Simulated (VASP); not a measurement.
# Fe (Fd-3m) in VASP: notebook

The runs below take Fe through single point, with PBEsol.

Program: VASP 6.6.1. These are calculated values, not measurements. Logs are shortened: lines on timing, memory, paths and dates and some standing lists are left out, and cuts for length are marked.

### 1 The cell of the first run

Symmetry: Fd-3m, No. 227, cubic system. The conventional cell has a = 4.673 Å, b = 4.673 Å, c = 4.673 Å, α = 90.00°, β = 90.00°, γ = 90.00°. Fe (site symmetry -43m) has 4 Fe at 2.02 Å within 2.7 Å.

### 2 Single point, PBEsol, collinear spin, ferromagnetic start (volume scaled by 0.92)

Input file INCAR:

```
  PREC = Accurate
  ENCUT = 520
  EDIFF = 1E-7
  ISMEAR = -1
  SIGMA = 0.05
  LREAL = F
  LASPH = T
  NELM = 150
  ALGO = Normal
  ISIF = 2
  LWAVE = F
  LCHARG = T
  ISPIN = 2
  MAGMOM = 2.5 2.5
  LORBIT = 11
  LMAXMIX = 4
  GGA = PS
  LELF = T
  LVHAR = T
  NBANDS = 19
```

Input file KPOINTS:

```
Automatic mesh
0
Gamma
  13 13 13
```

Input file POSCAR:

```
Fe
1.0
    0.0000000000      2.3365541776      2.3365541776
    2.3365541776      0.0000000000      2.3365541776
    2.3365541776      2.3365541776      0.0000000000
Fe
2
Direct
    0.1250000000      0.1250000000      0.1250000000
    0.8750000000      0.8750000000      0.8750000000
```

Potentials or basis: VASP PAW PBE potentials, release 64 (Fe).

The run is started by

```bash
cat potpaw_PBE.64/Fe/POTCAR > POTCAR
mpirun -np 1 vasp_std > vasp.out
```

OUTCAR:

```text
PREC = Accurate
   ENCUT = 520
   EDIFF = 1E-7
   ISMEAR = -1
   LREAL = F
   LASPH = T
   NELM = 150
   ISIF = 2
   ISPIN = 2
   LORBIT = 11
   GGA = PS

 ion  position               nearest neighbor table
   1  0.125  0.125  0.125-   2 2.02   2 2.02   2 2.02   2 2.02
   2  0.875  0.875  0.875-   1 2.02   1 2.02   1 2.02   1 2.02

  LATTYP: Found a face centered cubic cell.
 ALAT       =     4.6731083552

  Lattice vectors:

 A1 = (   0.0000000000,   2.3365541776,   2.3365541776)
 A2 = (   2.3365541776,   0.0000000000,   2.3365541776)
 A3 = (   2.3365541776,   2.3365541776,   0.0000000000)

Analysis of symmetry for initial positions (statically):
=====================================================================
 Subroutine PRICEL returns:
 Original cell was already a primitive cell.

 Routine SETGRP: Setting up the symmetry group for a
 face centered cubic supercell.

 Subroutine GETGRP returns: Found 48 space group operations
 (whereof 12 operations were pure point group operations)
 out of a pool of 48 trial point group operations.

The static configuration has the point symmetry D_3d.
 The point group associated with its full space group is O_h .

Analysis of symmetry for dynamics (positions and initial velocities):
=====================================================================
 Subroutine PRICEL returns:
 Original cell was already a primitive cell.

 Routine SETGRP: Setting up the symmetry group for a
 face centered cubic supercell.

 Subroutine GETGRP returns: Found 48 space group operations
 (whereof 12 operations were pure point group operations)
 out of a pool of 48 trial point group operations.

The dynamic configuration has the point symmetry D_3d.
 The point group associated with its full space group is O_h .

Analysis of structural, dynamic, and magnetic symmetry:
=====================================================================
 Subroutine PRICEL returns:
 Original cell was already a primitive cell.

 Routine SETGRP: Setting up the symmetry group for a
 face centered cubic supercell.

 Subroutine GETGRP returns: Found 48 space group operations
 (whereof 12 operations were pure point group operations)
 out of a pool of 48 trial point group operations.

The overall configuration has the point symmetry D_3d.
 The point group associated with its full space group is O_h .

 Subroutine INISYM returns: Found 48 space group operations
 (whereof 12 operations are pure point group operations),
 and found     1 'primitive' translations

----------------------------------------------------------------------------------------

                                     Primitive cell

  volume of cell :      25.5128

  direct lattice vectors                    reciprocal lattice vectors
     0.000000000  2.336554178  2.336554178    -0.213990330  0.213990330  0.213990330
     2.336554178  0.000000000  2.336554178     0.213990330 -0.213990330  0.213990330
     2.336554178  2.336554178  0.000000000     0.213990330  0.213990330 -0.213990330

  length of vectors
     3.304386607  3.304386607  3.304386607     0.370642124  0.370642124  0.370642124

  position of ions in fractional coordinates (direct lattice)
     0.125000000  0.125000000  0.125000000
     0.875000000  0.875000000  0.875000000

  ion indices of the primitive-cell ions
   primitive index   ion index
                 1           1
                 2           2

----------------------------------------------------------------------------------------

 KPOINTS: Automatic mesh

Automatic generation of k-mesh.
 Grid dimensions read from file:
 generate k-points for:   13   13   13

 Generating k-lattice:

  Cartesian coordinates                     Fractional coordinates (reciprocal lattice)
    -0.016460795  0.016460795  0.016460795     0.076923077  0.000000000  0.000000000
     0.016460795 -0.016460795  0.016460795     0.000000000  0.076923077  0.000000000
     0.016460795  0.016460795 -0.016460795     0.000000000  0.000000000  0.076923077

  Length of vectors
     0.028510933  0.028510933  0.028510933

  Shift w.r.t. Gamma in fractional coordinates (k-lattice)
     0.000000000  0.000000000  0.000000000

 Subroutine IBZKPT returns following result:
 ===========================================

 Found     84 irreducible k-points:

 Following reciprocal coordinates:
            Coordinates               Weight
  0.000000  0.000000  0.000000      1.000000
  0.076923  0.000000  0.000000      8.000000
  0.153846  0.000000  0.000000      8.000000
  0.230769  0.000000  0.000000      8.000000
  0.307692  0.000000  0.000000      8.000000
  0.384615  0.000000  0.000000      8.000000
[... 16 lines left out ...]
  0.384615  0.153846  0.000000     24.000000
  0.461538  0.153846  0.000000     24.000000
 [... further k-points ...]
   k-points           NKPTS =     84   k-points in BZ     NKDIM =     84   number of bands    NBANDS=     19
   number of dos      NEDOS =    301   number of ions     NIONS =      2
   total plane-waves  NPLWV =  21952
   dimension x,y,z NGX =    28 NGY =   28 NGZ =   28
   dimension x,y,z NGXF=    56 NGYF=   56 NGZF=   56
   ions per type =               2
   NGX,Y,Z   is equivalent  to a cutoff of  14.09, 14.09, 14.09 a.u.
   NGXF,Y,Z  is equivalent  to a cutoff of  28.17, 28.17, 28.17 a.u.
 SYSTEM =  unknown system
   PREC   = accura    normal or accurate (medium, high low for compatibility)
   ISTART =      0    job   : 0-new  1-cont  2-samecut
   ICHARG =      2    charge: 1-file 2-atom 10-const
   ISPIN  =      2    spin polarized calculation?
   LNONCOLLINEAR =      F non collinear calculations
   LSORBIT =      F    spin-orbit coupling
   LASPH  =      T    aspherical Exc in radial PAW
   ENCUT  =  520.0 eV  38.22 Ry    6.18 a.u.   6.14  6.14  6.14*2*pi/ulx,y,z
   NELM   =    150;   NELMIN=  2; NELMDL= -5     # of ELM steps
   EDIFF  = 0.1E-06   stopping-criterion for ELM
   LREAL  =      F    real-space projection
   EDIFFG = 0.1E-05   stopping-criterion for IOM
   NSW    =      0    number of steps for IOM
   IBRION =     -1    ionic relax: 0-MD 1-quasi-New 2-CG
   NFREE  =      0    steps in history (QN), initial steepest desc. (CG)
   ISIF   =      2    stress and relaxation
   ISYM   =      2    0-nonsym 1-usesym 2-fastsym
   POTIM  = 0.5000    time-step for ionic-motion
   TEBEG  =    0.0;   TEEND  =   0.0 temperature during run
   PSTRESS=    0.0 pullay stress
   NELECT =      16.0000    total number of electrons
   NUPDOWN=      -1.0000    fix difference up-down
   EMIN   =  10.00;   EMAX   =-10.00  energy-range for DOS
   EFERMI =   0.00;   METHOD = LEGACY
   ISMEAR =    -1;   SIGMA  =   0.05  broadening in eV -4-tet -1-fermi 0-gaus
   EFERMI_NEDOS =   21; number of points for ismear=-14 and -15
   IALGO  =     38    algorithm
   IMIX   =      4    mixing-type and parameters
     AMIX     =   0.40;   BMIX     =  1.00
     AMIX_MAG =   1.60;   BMIX_MAG =  1.00
  volume/ion in A,a.u.               =      12.76        86.08
  Fermi-wavevector in a.u.,A,eV,Ry     =   1.401293  2.648060 26.716703  1.963622
  Thomas-Fermi vector in A             =   2.524169
   LORBIT       =     11    0 simple, 1 ext, 2 COOP (PROOUT), +10 PAW based schemes
   GGA     = PS    functional components
   LHFCALC =     F    Hartree Fock is set to
   AEXX    =    0.0000 exact exchange contribution
   IVDW    =     0    specifies the selected vdW correction
   LEPSILON=     F    determine dielectric tensor
   LRPA    =     F    only Hartree local field effects (RPA)
 spin polarized calculation
  energy-cutoff  :      520.00
  volume of cell :       25.51
 maximum number of plane-waves:       701
 NGX is ok and might be reduce to    28
   NGX = 13   NGY = 13   NGZ = 13

 number of electron      16.0000003 magnetization       0.0011555

 number of electron      16.0000003 magnetization      -0.0000236

 Free energy of the ion-electron system (eV)
  ---------------------------------------------------
  ext. energy  EPLUGINS =         0.00000000
  ---------------------------------------------------
  free energy    TOTEN  =       -15.23949142 eV

  energy without entropy =      -15.22255812  energy(sigma->0) =      -15.23102477

 E-fermi :   4.5530     XC(G=0): -12.3475

 val. band max:        4.5329800291   @ k =   0.3846   0.3846   0.0000
 cond. band min:       4.5677368251   @ k =   0.2308   0.2308   0.0000
 fundamental gap:      0.0347567960
 Fermi energy:         4.5530478381

 spin component 1

 k-point     1 :       0.0000    0.0000    0.0000
  band No.  band energies     occupation
      1      -2.7503      1.00000
      2       1.2871      1.00000
      3       1.2871      1.00000
      4       1.7527      1.00000
      5       1.7527      1.00000
      6       1.7527      1.00000
[... 11 lines left out ...]
     18      21.1676      0.00000
     19      23.2225      0.00000
[... 485 lines left out ...]
 k-point    24 :       0.4615    0.1538    0.0000
  band No.  band energies     occupation
      1       0.4099      1.00000
      2       0.7053      1.00000
      3       1.6198      1.00000
      4       1.8365      1.00000
      5       1.9144      1.00000
      6       2.4941      1.00000
[... 11 lines left out ...]
     18      24.3667      0.00000
     19      26.8195      0.00000

 [... further k-points ...]

 spin component 2

 k-point     1 :       0.0000    0.0000    0.0000
  band No.  band energies     occupation
      1      -2.7503      1.00000
      2       1.2871      1.00000
      3       1.2871      1.00000
      4       1.7527      1.00000
      5       1.7527      1.00000
      6       1.7527      1.00000
[... 11 lines left out ...]
     18      21.1676      0.00000
     19      23.2225      0.00000
[... 485 lines left out ...]
 k-point    24 :       0.4615    0.1538    0.0000
  band No.  band energies     occupation
      1       0.4099      1.00000
      2       0.7053      1.00000
      3       1.6198      1.00000
      4       1.8365      1.00000
      5       1.9144      1.00000
      6       2.4941      1.00000
[... 11 lines left out ...]
     18      24.3667      0.00000
     19      26.8195      0.00000

 [... further k-points ...]
[... 5 lines left out ...]
  --------------------------------------------------------------------------------------
  -------------------------------------------------------------------------------------
  Total        2.3202349      2.3202349      2.3202349      0.0000000      0.0000000     -0.0000000
  in kB      145.7085324    145.7085324    145.7085324      0.0000000      0.0000000     -0.0000000
  external PRESSURE =     145.7085324 kB  Pullay stress =       0.0000000 kB

 VOLUME and BASIS-vectors are now :
 -----------------------------------------------------------------------------
  energy-cutoff  :      520.00
  volume of cell :       25.51
      direct lattice vectors                 reciprocal lattice vectors
     0.000000000  2.336554178  2.336554178    -0.213990330  0.213990330  0.213990330
     2.336554178  0.000000000  2.336554178     0.213990330 -0.213990330  0.213990330
     2.336554178  2.336554178  0.000000000     0.213990330  0.213990330 -0.213990330

 POSITION                                       TOTAL-FORCE (eV/Angst)
 -----------------------------------------------------------------------------------
      0.58414      0.58414      0.58414        -0.000000     -0.000000     -0.000000
      4.08897      4.08897      4.08897         0.000000      0.000000      0.000000
 -----------------------------------------------------------------------------------
    total drift:                                0.000000     -0.000000     -0.000000

  FREE ENERGIE OF THE ION-ELECTRON SYSTEM (eV)
  ---------------------------------------------------
  free  energy   TOTEN  =       -15.2394914191 eV

  energy  without entropy=      -15.2225581192  energy(sigma->0) =      -15.23102477

 total charge

# of ion       s       p       d       tot
------------------------------------------
    1        0.636   0.519   6.595   7.750
    2        0.636   0.519   6.595   7.750
--------------------------------------------------
tot          1.273   1.039  13.189  15.500

 magnetization (x)

# of ion       s       p       d       tot
------------------------------------------
    1       -0.000  -0.000  -0.000  -0.000
    2       -0.000  -0.000  -0.000  -0.000
--------------------------------------------------
tot         -0.000  -0.000  -0.000  -0.000
```

It took 84 s on 1 thread of Intel Xeon 6975P-C, shared host; peak memory 0.21 GiB.

Results:

```
Free energy                                           : -15.2395 eV
Pressure                                              : 14.6 GPa
Band gap on the k mesh                                : zero (filled and empty bands overlap)
Net moment                                            : 0.00 μB per cell
Valence electrons inside the program's atomic spheres : Fe 7.75
```

Caveat: the cell differs from its parent crystal (volume scaled by 0.92); the starting moments collapsed, and a magnetic state may lie lower; the PAW data sets were made with another functional, which shifts forces and pressure a little.

### 3 Single point, PBEsol, collinear spin, ferromagnetic start (volume scaled by 0.96)

Input file INCAR:

```
SYSTEM = Fe
PREC = Accurate ; ENCUT = 520
EDIFF = 1E-6 ; ISMEAR = -1
SIGMA = 0.05 ; LREAL = .FALSE.
LASPH = .TRUE. ; NELM = 150
ALGO = Normal ; ISIF = 2
LWAVE = .FALSE. ; LCHARG = .FALSE.
ISPIN = 2 ; MAGMOM = 2.5 2.5
LORBIT = 11 ; LMAXMIX = 4
GGA = PS ; NBANDS = 19
```

Input file KPOINTS:

```
Automatic mesh
0
G
  13 13 13
  0 0 0
```

Input file POSCAR:

```
Fe
1.0
    0.0000000000      2.3699380333      2.3699380333
    2.3699380333      0.0000000000      2.3699380333
    2.3699380333      2.3699380333      0.0000000000
Fe
2
Direct
    0.1250000000      0.1250000000      0.1250000000
    0.8750000000      0.8750000000      0.8750000000
```

Potentials or basis: VASP PAW PBE potentials, release 64 (Fe).

The run is started by

```bash
cat potpaw_PBE.64/Fe/POTCAR > POTCAR
mpirun -np 1 vasp_std > vasp.out
```

It took 73 s on 1 thread of Intel Xeon 6975P-C, shared host; peak memory 0.21 GiB.

Results (log left out):

| Property | Result |
| --- | --- |
| Free energy | -15.3080 eV |
| Pressure | 5.5 GPa |
| Band gap on the k mesh | zero (filled and empty bands overlap) |
| Net moment | 0.00 μB per cell |
| Valence electrons inside the program's atomic spheres | Fe 7.66 |

Levels at points of the mesh, in eV from the Fermi level:
Spin up:
| k point | band 4 | band 5 | band 6 | band 7 | band 8 | band 9 | band 10 | band 11 | band 12 | band 13 |
| --- | --- | --- | --- | --- | --- | --- | --- | --- | --- | --- |
| (0.00, 0.00, 0.00) | -2.67 | -2.67 | -2.67 | -0.43 | -0.43 | -0.43 | 1.41 | 1.41 | 15.11 | 15.11 |
Spin down:
```
           k point  band 5  band 6  band 7  band 8  band 9  band 10  band 11  band 12
(0.00, 0.00, 0.00)   -2.67   -2.67   -0.43   -0.43   -0.43     1.41     1.41    15.11
```

Caveat: the cell differs from its parent crystal (volume scaled by 0.96); the starting moments collapsed, and a magnetic state may lie lower; the PAW data sets were made with another functional, which shifts forces and pressure a little.

### 4 Single point, PBEsol, collinear spin, ferromagnetic start

This run uses another cell than the first one, of 13.87 Å³/atom, 1.087 times its volume.

Input file INCAR:

```
SYSTEM = Fe
  ALGO = Normal
  EDIFF = 1E-6
  ENCUT = 520
  GGA = PS
  ISIF = 2
  ISMEAR = -1
  ISPIN = 2
  LASPH = .True.
  LCHARG = .False.
  LMAXMIX = 4
  LORBIT = 11
  LREAL = .False.
  LWAVE = .False.
  MAGMOM = 2.5 2.5
  NBANDS = 19
  NELM = 150
  PREC = Accurate
  SIGMA = 0.05
```

Input file KPOINTS:

```
k-points
0
Gamma
  13 13 13
  0 0 0
```

Input file POSCAR:

```
Fe
1.0
    0.0000000000      2.4024069726      2.4024069726
    2.4024069726      0.0000000000      2.4024069726
    2.4024069726      2.4024069726      0.0000000000
Fe
2
Direct
    0.1250000000      0.1250000000      0.1250000000
    0.8750000000      0.8750000000      0.8750000000
```

The run is started by

```bash
cat potpaw_PBE.64/Fe/POTCAR > POTCAR
mpirun -np 1 vasp_std > vasp.out
```

Run time: 75 s. Hardware: 1 thread of Intel Xeon 6975P-C, shared host; peak memory 0.21 GiB.

The run converged. Its results:

| Quantity | Value |
| --- | --- |
| Free energy | -15.3204 eV |
| Pressure | -1.7 GPa |
| Band gap on the k mesh | zero (filled and empty bands overlap) |
| Net moment | 0.00 μB per cell |
| Valence electrons inside the program's atomic spheres | Fe 7.57 |

Levels at points of the mesh, in eV from the Fermi level:
Spin up:
| k point | band 6 | band 7 | band 8 | band 9 | band 10 | band 11 |
| --- | --- | --- | --- | --- | --- | --- |
| (0.00, 0.00, 0.00) | -2.55 | -0.41 | -0.41 | -0.41 | 1.33 | 1.33 |
Spin down:
```
           k point  band 6  band 7  band 8  band 9  band 10  band 11
(0.00, 0.00, 0.00)   -2.55   -0.41   -0.41   -0.41     1.33     1.33
```

Caveat: the starting moments collapsed, and a magnetic state may lie lower; the PAW data sets were made with another functional, which shifts forces and pressure a little.
